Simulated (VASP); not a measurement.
Input of a VASP 6.6.1 run:

Contents of INCAR:

```
SYSTEM = YN
PREC = Accurate ; ENCUT = 600
EDIFF = 1E-6 ; ISMEAR = 0
SIGMA = 0.01 ; LREAL = .FALSE.
LASPH = .TRUE. ; NELM = 120
ALGO = Normal ; ISIF = 2
LWAVE = .FALSE. ; LCHARG = .FALSE.
GGA = PE ; NBANDS = 15
GGA_COMPAT = .FALSE.
```

Contents of KPOINTS:

```
regular mesh
0
G
  6 6 6
  0 0 0
```

Contents of POSCAR:

```
YN
1.0
    0.0000000000      2.4480469255      2.4480469255
    2.4480469255      0.0000000000      2.4480469255
    2.4480469255      2.4480469255      0.0000000000
Y N
1 1
Direct
    0.0000000000      0.0000000000      0.0000000000
    0.5000000000      0.5000000000      0.5000000000
```

Potentials or basis: VASP PAW PBE potentials, release 64 (Y_sv, N).

Run with:

```console
$ cat potpaw_PBE.64/Y_sv/POTCAR potpaw_PBE.64/N/POTCAR > POTCAR
$ mpirun -np 1 vasp_std > vasp.out
```

Q: What does it give for the band gap on the k mesh?

A: 0.18 eV (least direct gap 0.57 eV).

Q: Estimate the pressure.

A: 0.9 GPa.

A k mesh can miss the band edges.
